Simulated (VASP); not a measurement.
# Al2Cu (I4/mcm) in VASP: a series of runs, part 2 of 2

VASP 6.6.1.

### Step 4. Single point, PBE (biaxial strain in the a-b plane: +3.0 %)

INCAR reads:

```
SYSTEM = Al2Cu
ALGO = Fast ; EDIFF = 1E-6
ENCUT = 520 ; GGA = PE
ISIF = 2 ; ISMEAR = 0
LASPH = .TRUE. ; LCHARG = .FALSE.
LREAL = .FALSE. ; LWAVE = .FALSE.
NBANDS = 46 ; NELM = 60
PREC = Accurate ; SIGMA = 0.1
```

KPOINTS reads:

```
k-points
0
G
  6 6 8
  0 0 0
```

POSCAR reads:

```
Al2Cu
1.0
    6.2340613126      0.0000000000      0.0000000000
    0.0000000000      6.2340613126      0.0000000000
    0.0000000000      0.0000000000      4.7949934254
Al Cu
8 4
Direct
    0.1572314959      0.3427685041      0.0000000000
    0.1572314959      0.6572314959      0.5000000000
    0.8427685041      0.3427685041      0.5000000000
    0.8427685041      0.6572314959      0.0000000000
    0.6572314959      0.8427685041      0.5000000000
    0.6572314959      0.1572314959      0.0000000000
    0.3427685041      0.8427685041      0.0000000000
    0.3427685041      0.1572314959      0.5000000000
    0.0000000000      0.0000000000      0.7500000000
    0.0000000000      0.0000000000      0.2500000000
    0.5000000000      0.5000000000      0.2500000000
    0.5000000000      0.5000000000      0.7500000000
```

Potentials or basis: VASP PAW PBE potentials, release 64 (Al, Cu).

On the command line:

```
$ cat potpaw_PBE.64/Al/POTCAR potpaw_PBE.64/Cu/POTCAR > POTCAR
$ mpirun -np 1 vasp_std > vasp.out
```

OUTCAR:

```text
SYSTEM = Al2Cu
   EDIFF = 1E-6
   ENCUT = 520
   GGA = PE
   ISIF = 2
   ISMEAR = 0
   LASPH = .TRUE.
   LREAL = .FALSE.
   NELM = 60
   PREC = Accurate

 ion  position               nearest neighbor table
   1  0.157  0.343  0.000-   9 2.64  10 2.64  11 2.64  12 2.64   4 2.77   8 2.90   8 2.90   3 3.10
                             2 3.10   3 3.10   2 3.10   6 3.32   7 3.32   7 3.32   6 3.32
   2  0.157  0.657  0.500-   9 2.64  10 2.64  11 2.64  12 2.64   3 2.77   7 2.90   7 2.90   1 3.10
                             1 3.10   4 3.10   4 3.10   8 3.32   5 3.32   8 3.32   5 3.32
   3  0.843  0.343  0.500-   9 2.64  10 2.64  11 2.64  12 2.64   2 2.77   6 2.90   6 2.90   1 3.10
                             1 3.10   4 3.10   4 3.10   8 3.32   5 3.32   5 3.32   8 3.32
   4  0.843  0.657  0.000-   9 2.64  10 2.64  11 2.64  12 2.64   1 2.77   5 2.90   5 2.90   2 3.10
                             2 3.10   3 3.10   3 3.10   7 3.32   6 3.32   6 3.32   7 3.32
   5  0.657  0.843  0.500-   9 2.64  10 2.64  11 2.64  12 2.64   8 2.77   4 2.90   4 2.90   6 3.10
                             7 3.10   6 3.10   7 3.10   3 3.32   2 3.32   3 3.32   2 3.32
   6  0.657  0.157  0.000-   9 2.64  10 2.64  11 2.64  12 2.64   7 2.77   3 2.90   3 2.90   8 3.10
                             5 3.10   5 3.10   8 3.10   1 3.32   4 3.32   4 3.32   1 3.32
   7  0.343  0.843  0.000-   9 2.64  10 2.64  11 2.64  12 2.64   6 2.77   2 2.90   2 2.90   8 3.10
                             5 3.10   5 3.10   8 3.10   1 3.32   4 3.32   1 3.32   4 3.32
   8  0.343  0.157  0.500-   9 2.64  10 2.64  11 2.64  12 2.64   5 2.77   1 2.90   1 2.90   7 3.10
                             6 3.10   6 3.10   7 3.10   2 3.32   3 3.32   2 3.32   3 3.32
   9  0.000  0.000  0.750-  10 2.40  10 2.40   3 2.64   4 2.64   5 2.64   6 2.64   7 2.64   8 2.64
                             1 2.64   2 2.64
  10  0.000  0.000  0.250-   9 2.40   9 2.40   3 2.64   4 2.64   5 2.64   6 2.64   7 2.64   8 2.64
                             1 2.64   2 2.64
  11  0.500  0.500  0.250-  12 2.40  12 2.40   3 2.64   4 2.64   5 2.64   6 2.64   7 2.64   8 2.64
                             1 2.64   2 2.64
  12  0.500  0.500  0.750-  11 2.40  11 2.40   3 2.64   4 2.64   5 2.64   6 2.64   7 2.64   8 2.64
                             1 2.64   2 2.64

  LATTYP: Found a simple tetragonal cell.
 ALAT       =     6.2340613126
 C/A-ratio  =     0.7691604533

  Lattice vectors:

 A1 = (   6.2340613126,   0.0000000000,   0.0000000000)
 A2 = (   0.0000000000,   6.2340613126,   0.0000000000)
[... 197 lines left out ...]
 NGX is ok and might be reduce to    48
   NGX = 23   NGY = 23   NGZ = 17

 number of electron      68.0000048 magnetization

 Free energy of the ion-electron system (eV)
  ---------------------------------------------------
  ext. energy  EPLUGINS =         0.00000000
  ---------------------------------------------------
  free energy    TOTEN  =       -46.59976806 eV

  energy without entropy =      -46.57617958  energy(sigma->0) =      -46.58797382

 E-fermi :   7.5778     XC(G=0): -10.6849

 val. band max:        7.5725244572   @ k =   0.3333   0.1667   0.3750
 cond. band min:       7.5819421870   @ k =   0.3333   0.3333   0.1250
 fundamental gap:      0.0094177298
 Fermi energy:         7.5778022902

 k-point     1 :       0.0000    0.0000    0.0000
  band No.  band energies     occupation
      1      -2.9287      2.00000
      2       0.6431      2.00000
      3       0.7650      2.00000
      4       0.8118      2.00000
      5       0.8118      2.00000
      6       2.3640      2.00000
[... 1165 lines left out ...]
     45      12.0972      0.00000
     46      12.0978      0.00000

 [... further k-points ...]
[... 5 lines left out ...]
  --------------------------------------------------------------------------------------
  -------------------------------------------------------------------------------------
  Total       -6.2438691     -6.2438691      0.9033589      0.0000000     -0.0000000      0.0000000
  in kB      -53.6826834    -53.6826834      7.7667755      0.0000000     -0.0000000      0.0000000
  external PRESSURE =     -33.1995304 kB  Pullay stress =       0.0000000 kB

 VOLUME and BASIS-vectors are now :
 -----------------------------------------------------------------------------
  energy-cutoff  :      520.00
  volume of cell :      186.35
      direct lattice vectors                 reciprocal lattice vectors
     6.234061313  0.000000000  0.000000000     0.160409074  0.000000000  0.000000000
     0.000000000  6.234061313  0.000000000     0.000000000  0.160409074  0.000000000
     0.000000000  0.000000000  4.794993425     0.000000000  0.000000000  0.208550859

 POSITION                                       TOTAL-FORCE (eV/Angst)
 -----------------------------------------------------------------------------------
      0.98019      2.13684      0.00000        -0.014846      0.014846      0.000000
      0.98019      4.09722      2.39750        -0.014846     -0.014846     -0.000000
      5.25387      2.13684      2.39750         0.014846      0.014846      0.000000
      5.25387      4.09722      0.00000         0.014846     -0.014846      0.000000
      4.09722      5.25387      2.39750        -0.014846      0.014846      0.000000
      4.09722      0.98019      0.00000        -0.014846     -0.014846      0.000000
      2.13684      5.25387      0.00000         0.014846      0.014846      0.000000
      2.13684      0.98019      2.39750         0.014846     -0.014846      0.000000
      0.00000      0.00000      3.59625         0.000000     -0.000000     -0.000000
      0.00000      0.00000      1.19875         0.000000     -0.000000     -0.000000
      3.11703      3.11703      1.19875         0.000000     -0.000000     -0.000000
      3.11703      3.11703      3.59625         0.000000      0.000000     -0.000000
 -----------------------------------------------------------------------------------
    total drift:                                0.000000     -0.000000     -0.000000

  FREE ENERGIE OF THE ION-ELECTRON SYSTEM (eV)
  ---------------------------------------------------
  free  energy   TOTEN  =       -46.5997680621 eV

  energy  without entropy=      -46.5761795761  energy(sigma->0) =      -46.58797382
```

stdout:

```text
POSCAR found type information on POSCAR AlCu
 POSCAR found :  2 types and      12 ions
 scaLAPACK will be used
 LDA part: xc-table for (Slater+PW92), standard interpolation
 POSCAR, INCAR and KPOINTS ok, starting setup
 FFT: planning ... GRIDC
 FFT: planning ... GRID_SOFT
 FFT: planning ... GRID
 WAVECAR not read
 entering main loop
```

Run time: 15 min. Hardware: 1 thread of Intel Xeon 8259CL, shared host; peak memory 0.48 GiB.

What came out:

```
Free energy            : -46.5998 eV
Pressure               : -3.3 GPa
Largest force          : 0.021 eV/Å
Band gap on the k mesh : zero (bands 34 and 35 overlap by 1.85 eV)
```

Forces on the atoms (eV/Å):
```
Al  -0.015  0.015  0.000
Al  -0.015 -0.015  0.000
Al   0.015  0.015  0.000
Al   0.015 -0.015  0.000
Al  -0.015  0.015  0.000
Al  -0.015 -0.015  0.000
Al   0.015  0.015  0.000
Al   0.015 -0.015  0.000
Cu   0.000  0.000  0.000
Cu   0.000  0.000  0.000
Cu   0.000  0.000  0.000
Cu   0.000  0.000  0.000
```

Stress tensor (GPa, compression positive):
```
-5.37  0.00  0.00
 0.00 -5.37  0.00
 0.00  0.00  0.78
```

Levels at points of the mesh, in eV from the Fermi level:
```
           k point  band 32  band 33  band 34  band 35  band 36  band 37
(0.00, 0.00, 0.00)    -1.00    -0.99    -0.99    -0.29     0.03     1.51
(0.50, 0.00, 0.00)    -1.62     0.13     0.13     0.56     0.56     1.61
(0.50, 0.50, 0.00)    -1.53    -0.90    -0.90    -0.46    -0.46     0.37
(0.00, 0.00, 0.50)    -0.99    -0.85    -0.85    -0.85    -0.85    -0.12
(0.50, 0.00, 0.50)    -2.58     0.04     0.04     0.04     0.04     3.57
(0.50, 0.50, 0.50)     0.14     0.64     0.64     0.64     0.64     1.55
```

Caveat: the cell differs from its parent crystal (biaxial strain in the a-b plane: +3.0 %); the stress differs along the axes, from -5 to 1 GPa.

### Step 5. The runs side by side

| cell | gap on the mesh (eV) | pressure (GPa) | largest force (eV/Å) |
| --- | --- | --- | --- |
| a = 6.174, b = 6.174, c = 4.831 Å, 12 atoms, atomic positions A | none | -2.4 | - |
| a = 6.174, b = 6.174, c = 4.824 Å, 12 atoms, atomic positions B | none | -2.3 | 0.03 |
| a = 6.234, b = 6.234, c = 4.795 Å, 12 atoms, atomic positions A | none | -3.3 | 0.02 |

Alike in all rows: task single point; level PBE; potentials or basis VASP PAW PBE potentials, release 64 (Al, Cu); no spin polarisation; k mesh 6 × 6 × 8; cutoff (eV) 520; smearing gaussian 0.1 eV.

Caveats: the stress differs along the axes, from -5 to 1 GPa (at least some runs).

Total energies depend on the potentials used, so only differences within one code and one set of settings carry meaning.

The gap in the log of VASP goes by the Fermi energy; the results here count the filled bands.